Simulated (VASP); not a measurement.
Set up this calculation in VASP 6.6.1, as the native input.

```
Task                               : single point
Functional                         : PBE-based global hybrid with 50 % exact exchange
Potentials or basis                : VASP PAW PBE potentials, release 64 (Ce, O)
Cutoff                             : 520 eV
k mesh                             : 4 × 4 × 4
Occupations                        : gaussian, width 0.05 eV
Spin                               : no spin polarisation
Dipole correction                  : no
Grid for exact exchange (PRECFOCK) : Normal
Share of exact exchange            : 0.5
Further INCAR settings             : ALGO = Normal; EDIFF = 1e-06; NBANDS = 19
```

CeO2:

```
CELL_PARAMETERS angstrom
0.00000 2.70486 2.70486
2.70486 0.00000 2.70486
2.70486 2.70486 0.00000
ATOMIC_POSITIONS crystal
Ce 0.00000 0.00000 0.00000
O 0.25000 0.25000 0.25000
O 0.75000 0.75000 0.75000
```

The input as run:

POSCAR

```
CeO2
1.0
    0.0000000000      2.7048609279      2.7048609279
    2.7048609279      0.0000000000      2.7048609279
    2.7048609279      2.7048609279      0.0000000000
Ce O
1 2
Direct
    0.0000000000      0.0000000000      0.0000000000
    0.2500000000      0.2500000000      0.2500000000
    0.7500000000      0.7500000000      0.7500000000
```

INCAR.step1

```
ALGO = Normal
EDIFF = 1E-5
ENCUT = 520
GGA = PE
ISIF = 2
ISMEAR = 0
LASPH = T
LCHARG = F
LREAL = F
LWAVE = T
NBANDS = 19
NELM = 60
PREC = Accurate
SIGMA = 0.05
```

INCAR.step2

```
AEXX = 0.5
ALGO = Normal
EDIFF = 1E-6
ENCUT = 520
GGA = PE
ISIF = 2
ISMEAR = 0
ISTART = 1
LASPH = T
LCHARG = F
LHFCALC = T
LREAL = F
LWAVE = F
NBANDS = 19
NELM = 60
PREC = Accurate
PRECFOCK = Normal
SIGMA = 0.05
```

KPOINTS

```
k-points
0
Gamma
  4 4 4
```

Potentials or basis: VASP PAW PBE potentials, release 64 (Ce, O).

The run is started by

```sh
$ cat potpaw_PBE.64/Ce/POTCAR potpaw_PBE.64/O/POTCAR > POTCAR
$ cp INCAR.step1 INCAR
$ mpirun -np 1 vasp_std > vasp.out
$ cp INCAR.step2 INCAR
$ mpirun -np 1 vasp_std > vasp.out
```

It gave:

```
Pressure               : -7.3 GPa
Band gap on the k mesh : 7.25 eV (least direct gap 7.49 eV)
```

Caveat: the k points lie up to 0.50 Å⁻¹ apart; the PAW data sets were made with another functional, which shifts forces and pressure a little; spin-orbit coupling is left out, which moves the levels of the heavy elements.

Wall time 19 min on 1 thread of Intel(R) Xeon(R) Platinum 8259CL CPU @ 2.50GHz (Skylake/Cascade Lake), on a shared host, peak memory 0.18 GiB.
